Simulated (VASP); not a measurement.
Input of a VASP 6.6.1 run:

File POSCAR:

```
Cu
1.0
    2.4791012850      0.0000000000      0.0000000000
   -1.2395506425      2.1469646914      0.0000000000
    0.0000000000      0.0000000000      8.0931592851
Cu
4
Direct
    0.6666666667      0.3333333333      0.7500000000
    0.0000000000      0.0000000000      0.5000000000
    0.3333333333      0.6666666667      0.2500000000
    0.0000000000      0.0000000000      0.0000000000
```

File INCAR.step1:

```
ALGO = Normal
EDIFF = 1E-5
ENCUT = 900
GGA = PE
GGA_COMPAT = False
ISMEAR = -1
LASPH = True
LCHARG = False
LREAL = False
LWAVE = True
NBANDS = 46
NELM = 120
PREC = Accurate
SIGMA = 0.05
```

INCAR.step2

```
ALGO = Normal
EDIFF = 1E-6
ENCUT = 900
GGA_COMPAT = False
ISIF = 2
ISMEAR = -1
ISTART = 1
LASPH = True
LCHARG = False
LMIXTAU = True
LREAL = False
LWAVE = False
METAGGA = R2SCAN
NBANDS = 46
NELM = 120
PREC = Accurate
SIGMA = 0.05
```

KPOINTS

```
k-points
0
Gamma
  12 12 4
```

Potentials or basis: VASP PAW PBE potentials, release 64 (Cu_sv_GW).

Launch:

```sh
$ cat potpaw_PBE.64/Cu_sv_GW/POTCAR > POTCAR
$ cp INCAR.step1 INCAR
$ mpirun -np 1 vasp_std > vasp.out
$ cp INCAR.step2 INCAR
$ mpirun -np 1 vasp_std > vasp.out
```

Q: Predict the band gap on the k mesh.

A: Zero (bands 38 and 39 overlap by 5.58 eV).

Q: Predict the pressure.

A: 10.6 GPa.

Stress tensor (GPa, compression positive):
```
10.76  0.00  0.00
 0.00 10.76  0.00
 0.00  0.00 10.19
```

Caveat: the cell stands under pressure; the PAW data sets were made with another functional, which shifts forces and pressure a little.
